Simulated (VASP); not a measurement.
# Bi (C2/m) in VASP: settings compared, part 2 of 2

VASP 6.6.1. Earlier steps stand in the parts before.

### Step 3. Single point, PBE

This run uses another cell than the first one, of 36.07 Å³/atom, 1.019 times its volume.

INCAR reads:

```
PREC     = Accurate       # precision mode
ENCUT    = 520            # plane-wave cutoff, eV
EDIFF    = 1E-7           # SCF threshold, eV
ISMEAR   = -1             # smearing method
SIGMA    = 0.05           # smearing width, eV
LREAL    = False          # projectors in reciprocal space
LASPH    = True           # aspherical terms in the spheres
NELM     = 100            # most SCF steps
ALGO     = Fast           # electronic algorithm
ISIF     = 2              # what is computed and relaxed
LWAVE    = False          # write WAVECAR
LCHARG   = False          # write CHGCAR
GGA      = PE             # functional
NBANDS   = 22             # bands
```

KPOINTS reads:

```
Automatic mesh
0
Gamma
  6 6 9
```

POSCAR reads:

```
Bi
1.0
    3.5570192531     -3.1940166960      0.0000000000
    3.5570192531      3.1940166960      0.0000000000
   -1.2849517653      0.0000000000      3.1746155033
Bi
2
Direct
    0.7530610000      0.7530610000      0.8573820000
    0.2469390000      0.2469390000      0.1426180000
```

Potentials or basis: VASP PAW PBE potentials, release 64 (Bi_d).

Command:

```
$ cat potpaw_PBE.64/Bi_d/POTCAR > POTCAR
$ mpirun -np 1 vasp_std > vasp.out
```

OUTCAR:

```text
PREC = Accurate
   ENCUT = 520
   EDIFF = 1E-7
   ISMEAR = -1
   LREAL = False
   LASPH = True
   NELM = 100
   ISIF = 2
   GGA = PE

 ion  position               nearest neighbor table
   1  0.753  0.753  0.857-   2 3.27   2 3.35   2 3.35   2 3.51
   2  0.247  0.247  0.143-   1 3.27   1 3.35   1 3.35   1 3.51

  LATTYP: Found a base centered monoclinic cell.
 ALAT       =     7.1140385062
 B/A-ratio  =     0.8979475422
 C/A-ratio  =     0.4814149259
 COS(beta)  =    -0.3751898342

  Lattice vectors:

 A1 = (   3.5570192531,  -3.1940166960,   0.0000000000)
 A2 = (   3.5570192531,   3.1940166960,   0.0000000000)
 A3 = (  -1.2849517653,   0.0000000000,   3.1746155033)

Analysis of symmetry for initial positions (statically):
=====================================================================
 Subroutine PRICEL returns:
 Original cell was already a primitive cell.

 Routine SETGRP: Setting up the symmetry group for a
 base centered monoclinic supercell.

 Subroutine GETGRP returns: Found  4 space group operations
 (whereof  4 operations were pure point group operations)
 out of a pool of  4 trial point group operations.

The static configuration has the point symmetry C_2h.

Analysis of symmetry for dynamics (positions and initial velocities):
=====================================================================
 Subroutine PRICEL returns:
 Original cell was already a primitive cell.

 Routine SETGRP: Setting up the symmetry group for a
 base centered monoclinic supercell.

 Subroutine GETGRP returns: Found  4 space group operations
 (whereof  4 operations were pure point group operations)
 out of a pool of  4 trial point group operations.

The dynamic configuration has the point symmetry C_2h.

 Subroutine INISYM returns: Found  4 space group operations
 (whereof  4 operations are pure point group operations),
 and found     1 'primitive' translations

----------------------------------------------------------------------------------------

                                     Primitive cell

  volume of cell :      72.1347

  direct lattice vectors                    reciprocal lattice vectors
     3.557019253 -3.194016696  0.000000000     0.140567133 -0.156542701  0.056895705
     3.557019253  3.194016696  0.000000000     0.140567133  0.156542701  0.056895705
    -1.284951765  0.000000000  3.174615503     0.000000000  0.000000000  0.314998777

  length of vectors
     4.780599191  4.780599191  3.424804320     0.217949208  0.217949208  0.314998777

  position of ions in fractional coordinates (direct lattice)
     0.753061000  0.753061000  0.857382000
     0.246939000  0.246939000  0.142618000

  ion indices of the primitive-cell ions
   primitive index   ion index
                 1           1
                 2           2

----------------------------------------------------------------------------------------

 KPOINTS: Automatic mesh

Automatic generation of k-mesh.
 Grid dimensions read from file:
 generate k-points for:    6    6    9

 Generating k-lattice:

  Cartesian coordinates                     Fractional coordinates (reciprocal lattice)
     0.023427856 -0.026090450  0.009482617     0.166666667 -0.000000000  0.000000000
     0.023427856  0.026090450  0.009482617    -0.000000000  0.166666667  0.000000000
     0.000000000  0.000000000  0.034999864     0.000000000  0.000000000  0.111111111

  Length of vectors
     0.036324868  0.036324868  0.034999864

  Shift w.r.t. Gamma in fractional coordinates (k-lattice)
     0.000000000  0.000000000  0.000000000

 Subroutine IBZKPT returns following result:
 ===========================================

 Found     97 irreducible k-points:

 Following reciprocal coordinates:
            Coordinates               Weight
  0.000000  0.000000  0.000000      1.000000
  0.166667  0.000000  0.000000      4.000000
  0.333333 -0.000000  0.000000      4.000000
  0.500000 -0.000000  0.000000      2.000000
  0.166667  0.166667  0.000000      2.000000
  0.333333  0.166667  0.000000      4.000000
[... 16 lines left out ...]
 -0.333333  0.166667  0.111111      4.000000
 -0.166667  0.166667  0.111111      4.000000
 [... further k-points ...]
   k-points           NKPTS =     97   k-points in BZ     NKDIM =     97   number of bands    NBANDS=     22
   number of dos      NEDOS =    301   number of ions     NIONS =      2
   total plane-waves  NPLWV =  36288
   dimension x,y,z NGX =    36 NGY =   36 NGZ =   28
   dimension x,y,z NGXF=    72 NGYF=   72 NGZF=   56
   ions per type =               2
   NGX,Y,Z   is equivalent  to a cutoff of  12.52, 12.52, 13.59 a.u.
   NGXF,Y,Z  is equivalent  to a cutoff of  25.04, 25.04, 27.18 a.u.
 SYSTEM =  unknown system
   PREC   = accura    normal or accurate (medium, high low for compatibility)
   ISTART =      0    job   : 0-new  1-cont  2-samecut
   ICHARG =      2    charge: 1-file 2-atom 10-const
   ISPIN  =      1    spin polarized calculation?
   LNONCOLLINEAR =      F non collinear calculations
   LSORBIT =      F    spin-orbit coupling
   LASPH  =      T    aspherical Exc in radial PAW
   ENCUT  =  520.0 eV  38.22 Ry    6.18 a.u.   8.89  8.89  6.37*2*pi/ulx,y,z
   NELM   =    100;   NELMIN=  2; NELMDL= -5     # of ELM steps
   EDIFF  = 0.1E-06   stopping-criterion for ELM
   LREAL  =      F    real-space projection
   EDIFFG = 0.1E-05   stopping-criterion for IOM
   NSW    =      0    number of steps for IOM
   IBRION =     -1    ionic relax: 0-MD 1-quasi-New 2-CG
   NFREE  =      0    steps in history (QN), initial steepest desc. (CG)
   ISIF   =      2    stress and relaxation
   ISYM   =      2    0-nonsym 1-usesym 2-fastsym
   POTIM  = 0.5000    time-step for ionic-motion
   TEBEG  =    0.0;   TEEND  =   0.0 temperature during run
   PSTRESS=    0.0 pullay stress
   NELECT =      30.0000    total number of electrons
   NUPDOWN=      -1.0000    fix difference up-down
   EMIN   =  10.00;   EMAX   =-10.00  energy-range for DOS
   EFERMI =   0.00;   METHOD = LEGACY
   ISMEAR =    -1;   SIGMA  =   0.05  broadening in eV -4-tet -1-fermi 0-gaus
   EFERMI_NEDOS =   21; number of points for ismear=-14 and -15
   IALGO  =     68    algorithm
   IMIX   =      4    mixing-type and parameters
     AMIX     =   0.40;   BMIX     =  1.00
     AMIX_MAG =   1.60;   BMIX_MAG =  1.00
  volume/ion in A,a.u.               =      36.07       243.39
  Fermi-wavevector in a.u.,A,eV,Ry     =   1.221988  2.309223 20.316976  1.493256
  Thomas-Fermi vector in A             =   2.357151
   LORBIT       =      0    0 simple, 1 ext, 2 COOP (PROOUT), +10 PAW based schemes
   GGA     = PE    functional components
   LHFCALC =     F    Hartree Fock is set to
   AEXX    =    0.0000 exact exchange contribution
   IVDW    =     0    specifies the selected vdW correction
   LEPSILON=     F    determine dielectric tensor
   LRPA    =     F    only Hartree local field effects (RPA)
 non-spin polarized calculation
 RMM-DIIS sequential band-by-band and
  energy-cutoff  :      520.00
  volume of cell :       72.13
 maximum number of plane-waves:      1960
   NGX = 17   NGY = 17   NGZ = 13

 number of electron      30.0000005 magnetization

 Free energy of the ion-electron system (eV)
  ---------------------------------------------------
  ext. energy  EPLUGINS =         0.00000000
  ---------------------------------------------------
  free energy    TOTEN  =        -7.65710643 eV

  energy without entropy =       -7.64830297  energy(sigma->0) =       -7.65270470

 E-fermi :   6.0815     XC(G=0):  -9.5152

 val. band max:        6.0420702621   @ k =   0.0000   0.0000   0.3333
 cond. band min:       6.1395120289   @ k =   0.1667   0.1667   0.0000
 fundamental gap:      0.0974417668
 Fermi energy:         6.0814569662

 k-point     1 :       0.0000    0.0000    0.0000
  band No.  band energies     occupation
      1     -16.8019      2.00000
      2     -16.7796      2.00000
      3     -16.7416      2.00000
      4     -16.7214      2.00000
      5     -16.6576      2.00000
      6     -16.6354      2.00000
[... 14 lines left out ...]
     21      14.1340      0.00000
     22      14.5849      0.00000

 k-point     2 :       0.1667    0.0000    0.0000
  band No.  band energies     occupation
      1     -16.7894      2.00000
      2     -16.7809      2.00000
      3     -16.7455      2.00000
      4     -16.7123      2.00000
      5     -16.6551      2.00000
      6     -16.6385      2.00000
[... 14 lines left out ...]
     21      14.2427      0.00000
     22      15.2956      0.00000
[... 523 lines left out ...]
     21      14.9395      0.00000
     22      15.7555      0.00000

 k-point    24 :      -0.1667    0.1667    0.1111
  band No.  band energies     occupation
      1     -16.7752      2.00000
      2     -16.7644      2.00000
      3     -16.7406      2.00000
      4     -16.7007      2.00000
      5     -16.6506      2.00000
      6     -16.6423      2.00000
[... 14 lines left out ...]
     21      15.0463      0.00000
     22      15.1491      0.00000

 [... further k-points ...]
[... 5 lines left out ...]
  --------------------------------------------------------------------------------------
  -------------------------------------------------------------------------------------
  Total       -1.0977638     -1.4193936     -0.8463317      0.0000000      0.0000000     -0.1120281
  in kB      -24.3823168    -31.5260013    -18.7977839      0.0000000      0.0000000     -2.4882450
  external PRESSURE =     -24.9020340 kB  Pullay stress =       0.0000000 kB

 VOLUME and BASIS-vectors are now :
 -----------------------------------------------------------------------------
  energy-cutoff  :      520.00
  volume of cell :       72.13
      direct lattice vectors                 reciprocal lattice vectors
     3.557019253 -3.194016696  0.000000000     0.140567133 -0.156542701  0.056895705
     3.557019253  3.194016696  0.000000000     0.140567133  0.156542701  0.056895705
    -1.284951765  0.000000000  3.174615503     0.000000000  0.000000000  0.314998777

 POSITION                                       TOTAL-FORCE (eV/Angst)
 -----------------------------------------------------------------------------------
      4.25561      0.00000      2.72186         0.099556      0.000000      0.059091
      1.57348      0.00000      0.45276        -0.099556      0.000000     -0.059091
 -----------------------------------------------------------------------------------
    total drift:                               -0.000000      0.000000      0.000000

  FREE ENERGIE OF THE ION-ELECTRON SYSTEM (eV)
  ---------------------------------------------------
  free  energy   TOTEN  =        -7.6571064315 eV

  energy  without entropy=       -7.6483029706  energy(sigma->0) =       -7.65270470
```

Wall time 62 s (1 thread of AMD EPYC 9R45 (Zen 5), shared host); peak memory 0.23 GiB.

What came out:

* Free energy: -7.6571 eV
* Pressure: -2.5 GPa
* Largest force: 0.116 eV/Å
* Band gap on the k mesh: zero (band 15 reaches 9.09 eV, above the bottom of band 16 at 4.55 eV)

Forces on the atoms (eV/Å):
```
Bi   0.100  0.000  0.059
Bi  -0.100  0.000 -0.059
```

Levels at points of the mesh, in eV from the Fermi level:
```csv
k point,band 12,band 13,band 14,band 15,band 16,band 17,band 18,band 19
"(0.00, 0.00, 0.00)",-9.21,-2.83,-2.57,2.91,2.92,3.54,3.86,4.00
"(0.50, 0.00, 0.00)",-11.20,-1.06,-0.92,-0.67,-0.58,3.25,4.28,7.48
"(0.50, 0.50, 0.00)",-10.83,-4.56,-4.54,3.00,3.70,4.83,5.14,8.47
```

Caveat: spin-orbit coupling is left out, which moves the levels of the heavy elements.

### Step 4. Single point, LDA, non-collinear spin, zero start, spin-orbit coupling

This run uses another cell than the first one, of 34.03 Å³/atom, 0.962 times its volume.

INCAR reads:

```
ALGO = Normal
EDIFF = 1E-6
ENCUT = 520
GGA = CA
GGA_COMPAT = F
ISIF = 2
ISMEAR = -1
LASPH = T
LCHARG = F
LORBIT = 11
LORBMOM = T
LREAL = F
LSORBIT = T
LWAVE = F
MAGMOM = 0 0 0 0 0 0
NBANDS = 42
NELM = 150
PREC = Accurate
SIGMA = 0.05
```

KPOINTS reads:

```
k-points
0
Gamma
  5 5 7
```

POSCAR reads:

```
Bi
1.0
    3.4885980000     -3.1325780000      0.0000000000
    3.4885980000      3.1325780000      0.0000000000
   -1.2602350000      0.0000000000      3.1135500000
Bi
2
Direct
    0.7530610000      0.7530610000      0.8573820000
    0.2469390000      0.2469390000      0.1426180000
```

Potentials or basis: VASP PAW LDA potentials, release 64 (Bi_d).

Command:

```
$ cat potpaw_LDA.64/Bi_d/POTCAR > POTCAR
$ mpirun -np 1 vasp_ncl > vasp.out
```

Run time: 2.5 min. Hardware: 1 thread of AMD EPYC 9R45 (Zen 5), shared host; peak memory 0.34 GiB.

Results (log left out):

```yaml
Free_energy: -10.6962 eV
Pressure: -2.5 GPa
Largest_force: 0.051 eV/Å
Net_moment: 0.00 μB per cell
Valence_electrons_inside_the_program's_atomic_spheres: Bi 12.77
```

Forces in eV/Å, atoms in the order of the input:
```
Bi   0.018  0.000  0.048
Bi  -0.018  0.000 -0.048
```

Stress tensor (GPa, compression positive):
```
-2.51  0.00  0.37
 0.00 -2.17  0.00
 0.37  0.00 -2.76
```

Moments on the atoms (μB; x, y, z):
```
Bi  0.00 0.00 0.00
Bi  0.00 0.00 0.00
```

### Step 5. The runs side by side

| level | potentials or basis | spin | cell | k mesh | gap on the mesh (eV) | pressure (GPa) | largest force (eV/Å) |
| --- | --- | --- | --- | --- | --- | --- | --- |
| PBE | VASP PAW PBE potentials, release 64 (Bi_d) | off | a = 4.750, b = 4.750, c = 3.403 Å, angles 106.2, 106.2, 83.8°, 2 atoms | 6 × 6 × 9 | none | -1.7 | 0.09 |
| PBE | VASP PAW PBE potentials, release 64 (Bi_d) | off | a = 4.781, b = 4.781, c = 3.425 Å, angles 106.2, 106.2, 83.8°, 2 atoms | 6 × 6 × 9 | none | -2.5 | 0.12 |
| LDA | VASP PAW LDA potentials, release 64 (Bi_d) | non-collinear, zero start, SOC | a = 4.689, b = 4.689, c = 3.359 Å, angles 106.2, 106.2, 83.8°, 2 atoms | 5 × 5 × 7 | - | -2.5 | 0.05 |

Alike in all rows: task single point; cutoff (eV) 520; smearing fermi-dirac 0.05 eV.

Caveats: spin-orbit coupling is left out, which moves the levels of the heavy elements (some runs).

Absolute energies hang on the potentials; compare differences alone.
